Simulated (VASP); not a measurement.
Input of a VASP 6.6.1 run:

Contents of INCAR:

```
PREC = Accurate
ENCUT = 520
EDIFF = 1E-6
ISMEAR = 0
SIGMA = 0.1
LREAL = False
LASPH = True
NELM = 60
ALGO = Normal
ISIF = 2
LWAVE = False
LCHARG = False
GGA = PE
NBANDS = 36
```

The input KPOINTS:

```
Automatic mesh
0
Gamma
  6 6 4
```

The input POSCAR:

```
Sn
1.0
    4.4782619165      0.0000000000      0.0000000000
   -2.2391309582      3.8782885845      0.0000000000
    0.0000000000      0.0000000000      7.3853466681
Sn
4
Direct
    0.6666666667      0.3333333333      0.0627911807
    0.3333333333      0.6666666667      0.5627911807
    0.6666666667      0.3333333333      0.4372088193
    0.3333333333      0.6666666667      0.9372088193
```

Potentials or basis: VASP PAW PBE potentials, release 64 (Sn_d).

Command:

```bash
$ cat potpaw_PBE.64/Sn_d/POTCAR > POTCAR
$ mpirun -np 1 vasp_std > vasp.out
```

Problem. What does it give for the pressure?

Solution. 6.9 GPa.

Problem. Predict the largest force.

Solution. 0.060 eV/Å.

Stress tensor (GPa, compression positive):
```
7.10 0.00 0.00
0.00 7.10 0.00
0.00 0.00 6.49
```

Caveat: the cell stands under pressure.
